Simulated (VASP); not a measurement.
Here is a VASP 6.6.1 calculation.

The input INCAR:

```
PREC = Accurate
ENCUT = 520
EDIFF = 1E-6
ISMEAR = 0
SIGMA = 0.1
LREAL = F
LASPH = T
NELM = 150
ALGO = Normal
ISIF = 2
LWAVE = F
LCHARG = F
ISPIN = 2
MAGMOM = 2.8 -2.8
LORBIT = 11
LMAXMIX = 4
GGA = PE
NBANDS = 21
```

The input KPOINTS:

```
Automatic mesh
0
Gamma
  14 14 7
```

The input POSCAR:

```
Ni
1.0
    0.0000000000      1.7689500000      1.7689500000
    1.7689500000      0.0000000000      1.7689500000
    3.5379000000      3.5379000000      0.0000000000
Ni
2
Direct
    0.0000000000      0.0000000000      0.0000000000
    0.0000000000      0.0000000000      0.5000000000
```

Potentials or basis: VASP PAW PBE potentials, release 64 (Ni).

Launch:

```console
$ cat potpaw_PBE.64/Ni/POTCAR > POTCAR
$ mpirun -np 1 vasp_std > vasp.out
```

What does it give for the pressure?

-3.9 GPa.

What does it give for the band gap on the k mesh?

Zero (filled and empty bands overlap).

What does it give for the net moment?

0.00 μB per cell.

Stress tensor (GPa, compression positive):
```
-3.89  0.21 -0.21
 0.21 -3.89 -0.21
-0.21 -0.21 -3.89
```

Caveat: the cell stands under tension.
